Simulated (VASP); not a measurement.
Input of a VASP 6.6.1 run:

INCAR

```
SYSTEM = W
PREC = Accurate
ENCUT = 520
EDIFF = 1E-7
ISMEAR = 0
SIGMA = 0.15
LREAL = .False.
LASPH = .True.
NELM = 60
ALGO = Fast
ISIF = 2
LWAVE = .False.
LCHARG = .True.
GGA = PE
LELF = .True.
LVHAR = .True.
NBANDS = 13
```

KPOINTS

```
regular mesh
0
Gamma
  20 20 20
  0 0 0
```

Contents of POSCAR:

```
W
1.0
   -1.5673506250      1.5973000000      1.5673506250
    1.6272493750     -1.5973000000      1.6272493750
    1.5673506250      1.5973000000     -1.5673506250
W
1
Direct
    0.0000000000      0.0000000000      0.0000000000
```

Potentials or basis: VASP PAW PBE potentials, release 64 (W_sv).

Command:

```sh
$ cat potpaw_PBE.64/W_sv/POTCAR > POTCAR
$ mpirun -np 1 vasp_std > vasp.out
```

Task: Predict the pressure.

Result: -2.3 GPa.

Task: Predict the band gap on the k mesh.

Result: Zero (band 7 reaches 15.61 eV, above the bottom of band 8 at 10.02 eV).

Stress tensor (GPa, compression positive):
```
-2.31  0.00 -5.41
 0.00 -2.15  0.00
-5.41  0.00 -2.31
```

Caveat: the cell differs from its parent crystal (strain +0.0375 x Voigt [0, 0, 0, 0, 1, 0]); spin-orbit coupling is left out, which moves the levels of the heavy elements.
